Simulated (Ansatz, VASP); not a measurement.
## ZrH3: VASP beside Ansatz

File INCAR:

```
  ALGO = Normal
  EDIFF = 1E-6
  ENCUT = 520
  GGA = PS
  ISIF = 2
  ISMEAR = -1
  LASPH = True
  LCHARG = True
  LELF = True
  LREAL = False
  LVHAR = True
  LWAVE = False
  NBANDS = 16
  NELM = 100
  PREC = Accurate
  SIGMA = 0.01
```

Contents of KPOINTS:

```
k-points
0
Gamma
  7 7 7
```

File POSCAR:

```
ZrH3
1.0
    3.0837890642      0.0000000000      0.0000000000
    0.0000000000      3.0837890642      0.0000000000
    0.0000000000      0.0000000000      3.0837890642
Zr H
1 3
Direct
    0.0000000000      0.0000000000      0.0000000000
    0.0000000000      0.5000000000      0.5000000000
    0.5000000000      0.0000000000      0.5000000000
    0.5000000000      0.5000000000      0.0000000000
```

Input for Ansatz:

```yaml
crystal:
  lattice:
    - [3.08378906416635, 0.0, 0.0]
    - [0.0, 3.08378906416635, 0.0]
    - [0.0, 0.0, 3.08378906416635]
  atoms:
    - { symbol: Zr, position: [0.0, 0.0, 0.0] }
    - { symbol: H, position: [0.0, 0.5, 0.5] }
    - { symbol: H, position: [0.5, 0.0, 0.5] }
    - { symbol: H, position: [0.5, 0.5, 0.0] }
basis:
  ecutwfc: 639.467576780718
  ecutrho_ratio: 8
kpoints:
  mp_grid:
    grid: [7, 7, 7]
hamiltonian:
  xc: pbesol
scf:
  n_extra_bands: 2
  convergence:
    dr2_threshold: 1.0e-07
  mixing:
    algorithm: anderson
    preconditioner: local_kerker
  occupations:
    method: fermi_dirac
    width: 0.01
output:
  stress: true
```

Alike in both runs: task single point; functional PBEsol; k mesh 7 × 7 × 7; occupations fermi-dirac, width 0.01 eV; no spin polarisation.

|  | VASP | Ansatz |
| --- | --- | --- |
| version | VASP 6.6.1 | Ansatz 0.2.0 |
| potentials or method | VASP PAW PBE potentials, release 64 (Zr_sv, H), cutoff 520 eV | plane waves, PAW |
| valence electrons in the cell | 15 | 15 |

```csv
,VASP,Ansatz,Ansatz less VASP
pressure (GPa),0.8,0.8,-0.01
```

VASP's potentials were made for PBE, not for PBEsol. The functional is the same, so the differences come from potentials, cutoffs and numerics. Ansatz's warnings: stress scf threshold loose.
